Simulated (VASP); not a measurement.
Input of a VASP 6.6.1 run:

Contents of INCAR:

```
ALGO = Normal
EDIFF = 1E-6
EDIFFG = -0.002
ENCUT = 600
GGA = PE
IBRION = 2
ISIF = 3
ISMEAR = 0
LASPH = T
LCHARG = F
LREAL = F
LWAVE = F
NELM = 80
NSW = 80
PREC = Accurate
SIGMA = 0.02
```

File KPOINTS:

```
k-points
0
Gamma
  9 9 9
```

The input POSCAR:

```
P
1.0
    1.6582000000     -5.2420000000      0.0000000000
    1.6582000000      5.2420000000      0.0000000000
    0.0000000000      0.0000000000      4.3793000000
P
4
Direct
    0.8983800000      0.1016200000      0.0806800000
    0.6016200000      0.3983800000      0.5806800000
    0.1016200000      0.8983800000      0.9193200000
    0.3983800000      0.6016200000      0.4193200000
```

Potentials or basis: VASP PAW PBE potentials, release 64 (P).

Run with:

```sh
$ cat potpaw_PBE.64/P/POTCAR > POTCAR
$ mpirun -np 1 vasp_std > vasp.out
```

Estimate the relaxed volume.

21.35 Å³/atom.

Estimate the space group after relaxing (to 0.1 Å).

Cmce (No. 64).

Predict the band gap on the k mesh.

0.26 eV.

Estimate the relaxed cell.

a = 5.897 Å, b = 5.897 Å, c = 4.563 Å, α = 90.00°, β = 90.00°, γ = 147.44°.

Step by step:
| step | energy change (eV) | largest force (eV/Å) | pressure (GPa) | volume (Å³) |
| --- | --- | --- | --- | --- |
| 1 | 0.0000 | 0.0598 | 1.76 | 76.13 |
| 3 | -0.0095 | 0.1519 | 0.03 | 77.73 |
| 5 | -0.0233 | 0.1696 | 0.22 | 79.55 |
| 7 | -0.0262 | 0.2624 | 0.44 | 80.81 |
| 9 | -0.0333 | 0.1762 | 0.24 | 81.92 |
| 11 | -0.0389 | 0.0172 | -0.08 | 84.01 |
| 13 | -0.0394 | 0.0102 | 0.06 | 84.39 |
| 15 | -0.0395 | 0.0238 | 0.15 | 84.57 |
| 17 | -0.0398 | 0.0252 | -0.08 | 85.24 |
| 19 | -0.0401 | 0.0154 | -0.01 | 85.48 |
| 21 | -0.0402 | 0.0140 | 0.03 | 85.59 |
| 23 | -0.0402 | 0.0006 | -0.03 | 85.63 |
| 25 | -0.0402 | 0.0036 | -0.03 | 85.62 |
| 27 | -0.0402 | 0.0036 | 0.00 | 85.55 |
| 29 | -0.0402 | 0.0049 | -0.02 | 85.49 |
| 31 | -0.0402 | 0.0012 | 0.00 | 85.52 |
| 33 | -0.0402 | 0.0025 | -0.02 | 85.51 |
| 35 | -0.0402 | 0.0019 | -0.01 | 85.49 |
| 37 | -0.0402 | 0.0027 | 0.00 | 85.43 |
| 39 | -0.0402 | 0.0011 | 0.00 | 85.46 |
| 41 | -0.0402 | 0.0015 | -0.01 | 85.45 |
| 43 | -0.0402 | 0.0017 | 0.00 | 85.44 |
| 45 | -0.0402 | 0.0045 | 0.00 | 85.42 |
| 47 | -0.0402 | 0.0018 | -0.01 | 85.40 |
| 49 | -0.0402 | 0.0019 | 0.00 | 85.39 |
| 51 | -0.0402 | 0.0017 | 0.01 | 85.40 |
| 53 | -0.0402 | 0.0011 | 0.00 | 85.39 |
| 55 | -0.0402 | 0.0062 | 0.01 | 85.38 |
| 57 | -0.0402 | 0.0030 | 0.01 | 85.39 |
| 59 | -0.0402 | 0.0018 | 0.00 | 85.39 |

A k mesh can miss the band edges. PBE usually gives volumes a little too large and moduli too small.
